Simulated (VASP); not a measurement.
Here is a VASP 6.6.1 calculation.

File INCAR:

```
ALGO = Normal ; EDIFF = 1E-6
ENCUT = 520 ; GGA = PE
ISIF = 2 ; ISMEAR = -1
LASPH = T ; LCHARG = T
LELF = T ; LREAL = F
LVHAR = T ; LWAVE = F
NBANDS = 12 ; NELM = 100
PREC = Accurate ; SIGMA = 0.08
```

The input KPOINTS:

```
k-points
0
Gamma
  13 13 13
```

The input POSCAR:

```
Nb
1.0
    0.0000000000      2.0718246199      2.0718246199
    2.0718246199      0.0000000000      2.0718246199
    2.0718246199      2.0718246199      0.0000000000
Nb
1
Direct
    0.0000000000      0.0000000000      0.0000000000
```

Potentials or basis: VASP PAW PBE potentials, release 64 (Nb_sv).

Command:

```sh
$ cat potpaw_PBE.64/Nb_sv/POTCAR > POTCAR
$ mpirun -np 1 vasp_std > vasp.out
```

(1) What does it give for the pressure?

Results:

(1) 9.7 GPa.
